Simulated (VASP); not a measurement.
**Ir: single point with LDA**

Crystal: Ir.

```
Ir
1.0
     0.00000    1.82632    1.82632
     1.82632    0.00000    1.82632
     1.82632    1.82632    0.00000
Ir
1
Direct
  0.00000 0.00000 0.00000
```

This cell differs from its parent crystal: volume scaled by 0.88.

- Program: VASP 6.6.1
- Task: single point
- Functional: LDA
- Potentials or basis: VASP PAW LDA potentials, release 64 (Ir)
- Cutoff: 520 eV
- k mesh: 23 × 23 × 23
- Occupations: fermi-dirac, width 0.05 eV
- Spin: collinear spin, ferromagnetic start
- Starting moments: [1.0] μB

```yaml
Pressure: 75.6 GPa
Net_moment: 0.00 μB per cell
```

Levels at points of the mesh, in eV from the Fermi level:
Spin up:
```
           k point  band 2  band 3  band 4  band 5  band 6  band 7
(0.00, 0.00, 0.00)   -4.89   -4.89   -4.89   -1.45   -1.45   13.94
```
Spin down:
| k point | band 1 | band 2 | band 3 | band 4 | band 5 | band 6 | band 7 | band 8 | band 9 |
| --- | --- | --- | --- | --- | --- | --- | --- | --- | --- |
| (0.00, 0.00, 0.00) | -12.76 | -4.89 | -4.89 | -4.89 | -1.45 | -1.45 | 13.94 | 20.41 | 20.41 |

Run time: 2.4 min on 1 thread of Intel Xeon 8259CL, on a shared host, peak memory 0.21 GiB.

Caveat: spin-orbit coupling is left out, which moves the levels of the heavy elements.
